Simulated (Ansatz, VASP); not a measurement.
**Ba2TeMo2: VASP beside Ansatz**

```xyz
5
Lattice="4.0885 0.0000 0.0000 -2.0442 3.5407 0.0000 0.0000 0.0000 11.8791" Properties=species:S:1:pos:R:3 pbc="T T T"
Ba    0.0000    0.0000    5.7883
Ba    2.0442    1.1802    9.9570
Te    0.0000    2.3605    3.3891
Mo    0.0000    2.3605    0.6028
Mo    2.0442    1.1802    1.7499
```

Alike in both runs: functional PBE; k mesh 5 × 5 × 2; occupations gaussian, width 0.2 eV; no spin polarisation.

Ansatz relaxed the structure, and its values are those at the end. VASP's run is a single point on that final structure, the one shown.

|  | VASP | Ansatz |
| --- | --- | --- |
| version | VASP 6.6.1 | Ansatz 0.2.0 |
| potentials or method | VASP PAW PBE potentials, release 64 (Ba_sv, Te, Mo_sv), cutoff 520 eV | scalar-relativistic, plane waves, PAW |
| valence electrons in the cell | 54 | 64 |

```csv
,VASP,Ansatz,Ansatz less VASP
gap on the k mesh at the Fermi level (eV),none,none,-
pressure (GPa),0.1,-0.2,-0.32
rms of the force components (eV/Å),0.056,0.020,-0.0357
```

A gap of «none» marks a metal or a gap that the smearing closes. VASP's potentials hold 54 valence electrons a cell and Ansatz's 64, so a difference there can come from the potentials and not from the codes.

Neither program's run includes spin-orbit coupling.
